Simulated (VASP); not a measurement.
Write the native input for VASP 6.6.1 that does the following.

| Property | Result |
| --- | --- |
| Task | relaxation of cell and atoms |
| Functional | BLYP |
| Dispersion | D3(BJ) |
| Potentials or basis | VASP PAW PBE potentials, release 64 (Rb_sv) |
| Cutoff | 600 eV |
| k mesh | 5 × 5 × 5 |
| Occupations | gaussian, width 0.1 eV |
| Spin | no spin polarisation |
| Dipole correction | no |
| Further INCAR settings | ALGO = Normal; EDIFF = 1e-06; IBRION = 2; EDIFFG = -0.01; NSW = 80; ISIF = 3 |

The structure of Rb lies in POSCAR:

```
Rb
1.0
    4.9915730000      0.0000000000      0.0000000000
   -2.0035305509      4.5718340243      0.0000000000
   -1.4940214929     -2.2859174227      4.1783109422
Rb
1
Direct
    0.0000000000      0.0000000000      0.0000000000
```

The input as run:

INCAR

```
AGGAC = 1.0 ; AGGAX = 1.0
ALDAC = 0.0 ; ALDAX = 1.0
ALGO = Normal ; EDIFF = 1E-6
EDIFFG = -0.01 ; ENCUT = 600
GGA = B5 ; IBRION = 2
ISIF = 3 ; ISMEAR = 0
IVDW = 12 ; LASPH = T
LCHARG = F ; LREAL = F
LWAVE = F ; NELM = 60
NSW = 80 ; PREC = Accurate
SIGMA = 0.1 ; VDW_A1 = 0.4298
VDW_A2 = 4.2359 ; VDW_S6 = 1.0
VDW_S8 = 2.6996
```

KPOINTS

```
k-points
0
Gamma
  5 5 5
```

Potentials or basis: VASP PAW PBE potentials, release 64 (Rb_sv).

The run is started by

```console
$ cat potpaw_PBE.64/Rb_sv/POTCAR > POTCAR
$ mpirun -np 1 vasp_std > vasp.out
```

It gave:

The relaxed volume is 79.89 Å³/atom, the relaxed cell is a = 4.708 Å, b = 4.708 Å, c = 4.708 Å, α = 107.10°, β = 107.10°, γ = 114.32° and the space group after relaxing (to 0.05 Å) is I4/mmm (No. 139). The energy gained by relaxing is 24.5 meV/atom, the ionic steps are 5 and the pressure after relaxing is 0.0 GPa. The dispersion energy per atom is -0.298 eV.

Caveat: the volume moved by over 15 % at a fixed basis, so the end points are rough; the PAW data sets were made with another functional, which shifts forces and pressure a little; pairwise dispersion overbinds metals, which lowers pressure and volume.

It took 2.4 min on 1 thread of Intel(R) Xeon(R) Platinum 8375C CPU @ 2.90GHz (Ice Lake), on a shared host, peak memory 0.26 GiB.
